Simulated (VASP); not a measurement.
# NaTa6 in VASP: a series of runs

Runs on NaTa6. Level: PBEsol. Tasks: single point.

Program: VASP 6.6.1. These are calculated values, not measurements. Logs are shortened: lines on timing, memory, paths and dates and some standing lists are left out, and cuts for length are marked.

## Step 1: The cell of the first run

The cell holds a slab with vacuum, 7 atoms: a = 4.639 Å, b = 4.639 Å, c = 19.944 Å, α = 90.00°, β = 90.00°, γ = 120.00°.

## Step 2: Single point, PBEsol

Contents of INCAR:

```
SYSTEM = NaTa6
PREC = Accurate
ENCUT = 520
EDIFF = 1E-6
ISMEAR = 0
SIGMA = 0.1
LREAL = .FALSE.
LASPH = .TRUE.
NELM = 60
ALGO = Normal
ISIF = 2
LWAVE = .FALSE.
LCHARG = .FALSE.
LDIPOL = .TRUE.
IDIPOL = 3
DIPOL = 0.5 0.5 0.352
GGA = PS
NBANDS = 46
```

Contents of KPOINTS:

```
Automatic mesh
0
G
  6 6 1
  0 0 0
```

Contents of POSCAR:

```
NaTa6
1.0
    4.6392671641      0.0000000000      0.0000000000
   -2.3196335821      4.0177232191      0.0000000000
    0.0000000000      0.0000000000     19.9438808552
Ta Na
6 1
Direct
    0.6666666667      0.3333333333      0.2005627706
    0.3333333334      0.6666666667      0.2480453268
    0.0000000000      0.0000000000      0.2955278831
    0.6666666667      0.3333333333      0.3400187737
    0.3333333334      0.6666666667      0.3814681521
    0.0000000000      0.0000000000      0.4233820346
    0.1111111111      0.2222222222      0.5722151430
```

Potentials or basis: VASP PAW PBE potentials, release 64 (Ta_pv, Na_pv).

The run is started by

```sh
cat potpaw_PBE.64/Ta_pv/POTCAR potpaw_PBE.64/Na_pv/POTCAR > POTCAR
mpirun -np 1 vasp_std > vasp.out
```

OUTCAR:

```text
SYSTEM = NaTa6
   PREC = Accurate
   ENCUT = 520
   EDIFF = 1E-6
   ISMEAR = 0
   LREAL = .FALSE.
   LASPH = .TRUE.
   NELM = 60
   ISIF = 2
   GGA = PS

 ion  position               nearest neighbor table
   1  0.667  0.333  0.201-   4 2.78   2 2.84   2 2.84   2 2.84   3 3.28   3 3.28   3 3.28
   2  0.333  0.667  0.248-   5 2.66   1 2.84   1 2.84   1 2.84   3 2.84   3 2.84   3 2.84   4 3.25
                             4 3.25   4 3.25
   3  0.000  0.000  0.296-   6 2.55   4 2.82   4 2.82   4 2.82   2 2.84   2 2.84   2 2.84   5 3.18
                             5 3.18   5 3.18   1 3.28   1 3.28   1 3.28
   4  0.667  0.333  0.340-   1 2.78   5 2.80   5 2.80   5 2.80   3 2.82   3 2.82   3 2.82   6 3.15
                             6 3.15   6 3.15   2 3.25   2 3.25   2 3.25
   5  0.333  0.667  0.381-   2 2.66   4 2.80   4 2.80   4 2.80   6 2.81   6 2.81   6 2.81   3 3.18
                             3 3.18   3 3.18
   6  0.000  0.000  0.423-   3 2.55   5 2.81   5 2.81   5 2.81   7 3.10   4 3.15   4 3.15   4 3.15

   7  0.111  0.222  0.572-   6 3.10

  LATTYP: Found a hexagonal cell.
 ALAT       =     4.6392671641
 C/A-ratio  =     4.2989291519

  Lattice vectors:

 A1 = (   4.6392671641,   0.0000000000,   0.0000000000)
 A2 = (  -2.3196335821,   4.0177232191,   0.0000000000)
 A3 = (   0.0000000000,   0.0000000000,  19.9438808552)

Analysis of symmetry for initial positions (statically):
=====================================================================
 Subroutine PRICEL returns:
 Original cell was already a primitive cell.

 Routine SETGRP: Setting up the symmetry group for a
 hexagonal supercell.

 Subroutine GETGRP returns: Found  2 space group operations
 (whereof  2 operations were pure point group operations)
 out of a pool of 24 trial point group operations.

The static configuration has the point symmetry C_1h.

Analysis of symmetry for dynamics (positions and initial velocities):
=====================================================================
 Subroutine PRICEL returns:
 Original cell was already a primitive cell.

 Routine SETGRP: Setting up the symmetry group for a
 hexagonal supercell.

 Subroutine GETGRP returns: Found  2 space group operations
 (whereof  2 operations were pure point group operations)
 out of a pool of 24 trial point group operations.

The dynamic configuration has the point symmetry C_1h.

 Subroutine INISYM returns: Found  2 space group operations
 (whereof  2 operations are pure point group operations),
 and found     1 'primitive' translations
[... 104 lines left out ...]
   NELECT =      73.0000    total number of electrons
   NUPDOWN=      -1.0000    fix difference up-down
   EMIN   =  10.00;   EMAX   =-10.00  energy-range for DOS
   EFERMI =   0.00;   METHOD = LEGACY
   ISMEAR =     0;   SIGMA  =   0.10  broadening in eV -4-tet -1-fermi 0-gaus
   EFERMI_NEDOS =   21; number of points for ismear=-14 and -15
   IALGO  =     38    algorithm
   IMIX   =      4    mixing-type and parameters
     AMIX     =   0.40;   BMIX     =  1.00
     AMIX_MAG =   1.60;   BMIX_MAG =  1.00
  volume/ion in A,a.u.               =      53.11       358.37
  Fermi-wavevector in a.u.,A,eV,Ry     =   0.951560  1.798187 12.319614  0.905466
  Thomas-Fermi vector in A             =   2.080041
   LORBIT       =      0    0 simple, 1 ext, 2 COOP (PROOUT), +10 PAW based schemes
   GGA     = PS    functional components
   LHFCALC =     F    Hartree Fock is set to
   AEXX    =    0.0000 exact exchange contribution
   IVDW    =     0    specifies the selected vdW correction
   LEPSILON=     F    determine dielectric tensor
   LRPA    =     F    only Hartree local field effects (RPA)
 non-spin polarized calculation
 Gauss-broadening in eV      SIGMA  =   0.10
  energy-cutoff  :      520.00
  volume of cell :      371.74
 maximum number of plane-waves:     10037
 NGX is ok and might be reduce to    36
   NGX = 17   NGY = 17   NGZ = 75

 dipolmoment           0.000000      0.000000      0.401302 electrons x Angstroem

 number of electron      73.0000006 magnetization

 dipolmoment           0.000000      0.000000     -0.115019 electrons x Angstroem

 Free energy of the ion-electron system (eV)
  ---------------------------------------------------
  ext. energy  EPLUGINS =         0.00000000
  ---------------------------------------------------
  free energy    TOTEN  =       -69.44337677 eV

  energy without entropy =      -69.40887123  energy(sigma->0) =      -69.42612400

 E-fermi :  -0.1206     XC(G=0):  -5.5862

 val. band max:       -0.1575356094   @ k =   0.3333   0.3333   0.0000
 cond. band min:      -0.1121127286   @ k =  -0.3333   0.1667   0.0000
 fundamental gap:      0.0454228808
 Fermi energy:        -0.1206442621

 k-point     1 :       0.0000    0.0000    0.0000
  band No.  band energies     occupation
      1     -34.8415      2.00000
      2     -34.6475      2.00000
      3     -34.5212      2.00000
      4     -34.5206      2.00000
      5     -34.3365      2.00000
      6     -34.3349      2.00000
[... 626 lines left out ...]
     45       1.6692      0.00000
     46       2.3059      0.00000

------------------------ aborting loop because EDIFF is reached ----------------------------------------

 vacuum level on the upper side and lower side of the slab       (xc-potential included)        -1.115         0.116

  FORCE on cell =-STRESS in cart. coord.  units (eV):
  Direction    XX          YY          ZZ          XY          YZ          ZX
  --------------------------------------------------------------------------------------
  -------------------------------------------------------------------------------------
  Total       -5.6427322     -5.6678548     -3.4968678      0.0000000      0.7913855     -0.0000000
  in kB      -24.3198534    -24.4281306    -15.0713004      0.0000000      3.4108261     -0.0000000
  external PRESSURE =     -21.2730948 kB  Pullay stress =       0.0000000 kB

 VOLUME and BASIS-vectors are now :
 -----------------------------------------------------------------------------
  energy-cutoff  :      520.00
  volume of cell :      371.74
      direct lattice vectors                 reciprocal lattice vectors
     4.639267164  0.000000000  0.000000000     0.215551285  0.124448593  0.000000000
    -2.319633582  4.017723219  0.000000000     0.000000000  0.248897185  0.000000000
     0.000000000  0.000000000 19.943880855     0.000000000  0.000000000  0.050140693

 POSITION                                       TOTAL-FORCE (eV/Angst)
 -----------------------------------------------------------------------------------
      2.31963      1.33924      4.00000         0.000000     -0.004315      1.790257
      0.00000      2.67848      4.94699        -0.000000      0.005792     -0.047575
      0.00000      0.00000      5.89397        -0.000000      0.014391     -1.817812
      2.31963      1.33924      6.78129         0.000000     -0.014209      0.084472
      0.00000      2.67848      7.60796         0.000000     -0.070086      0.213887
      0.00000      0.00000      8.44388         0.000000     -0.182949     -0.225045
     -0.00000      0.89283     11.41219        -0.000000      0.251377      0.001816
 -----------------------------------------------------------------------------------
    total drift:                               -0.000000     -0.000034      0.000271

  FREE ENERGIE OF THE ION-ELECTRON SYSTEM (eV)
  ---------------------------------------------------
  free  energy   TOTEN  =       -69.4433767653 eV

  energy  without entropy=      -69.4088712338  energy(sigma->0) =      -69.42612400

 vacuum level on the upper side and lower side of the slab         1.690         2.952
```

OSZICAR:

```text
N       E                     dE             d eps       ncg     rms          rms(c)
DAV:   1     0.605740312902E+03    0.60574E+03   -0.39705E+04  1516   0.138E+03
DAV:   2    -0.389263925690E+02   -0.64467E+03   -0.63170E+03  1334   0.375E+02
DAV:   3    -0.758369986801E+02   -0.36911E+02   -0.35096E+02  1510   0.830E+01
[... 20 lines left out ...]
DAV:  24    -0.694433601495E+02   -0.75822E-05   -0.12891E-06  1010   0.498E-03    0.286E-03
DAV:  25    -0.694433718509E+02   -0.11701E-04   -0.26476E-06  1000   0.607E-03    0.126E-03
DAV:  26    -0.694433751825E+02   -0.33316E-05   -0.89167E-07   990   0.377E-03    0.164E-03
DAV:  27    -0.694433765475E+02   -0.13650E-05   -0.76368E-07   960   0.310E-03    0.614E-04
DAV:  28    -0.694433767653E+02   -0.21781E-06   -0.16210E-07   886   0.127E-03
   1 F= -.69443377E+02 E0= -.69426124E+02  d E =-.345055E-01
```

stdout:

```text
POSCAR found type information on POSCAR TaNa
 POSCAR found :  2 types and       7 ions
 scaLAPACK will be used
 -----------------------------------------------------------------------------
|                                                                             |
|                                                                             |
|     You enforced a specific xc type in the INCAR file but a different       |
|     I HOPE YOU KNOW WHAT YOU ARE DOING!                                     |
|                                                                             |
 -----------------------------------------------------------------------------

 LDA part: xc-table for (Slater+PW92), standard interpolation
 POSCAR, INCAR and KPOINTS ok, starting setup
 FFT: planning ... GRIDC
 FFT: planning ... GRID_SOFT
 FFT: planning ... GRID
 WAVECAR not read
 entering main loop
```

It took 12 min on 1 thread of Intel Xeon 6975P-C (Granite Rapids), shared host; peak memory 0.54 GiB.

What came out:

```yaml
Free_energy: -69.4434 eV
Largest_force: 1.818 eV/Å
Band_gap_on_the_k_mesh: zero (an odd number of electrons rules out a gap without spin polarisation)
```

Forces in eV/Å, atoms in the order of the input:
```
Ta   0.000 -0.004  1.790
Ta   0.000  0.006 -0.048
Ta   0.000  0.014 -1.818
Ta   0.000 -0.014  0.084
Ta   0.000 -0.070  0.214
Ta   0.000 -0.183 -0.225
Na   0.000  0.251  0.002
```

Caveat: the PAW data sets were made with another functional, which shifts forces and pressure a little; spin-orbit coupling is left out, which moves the levels of the heavy elements.

[end of part 1 of 2]

The gap in the log of VASP goes by the Fermi energy; the results here count the filled bands.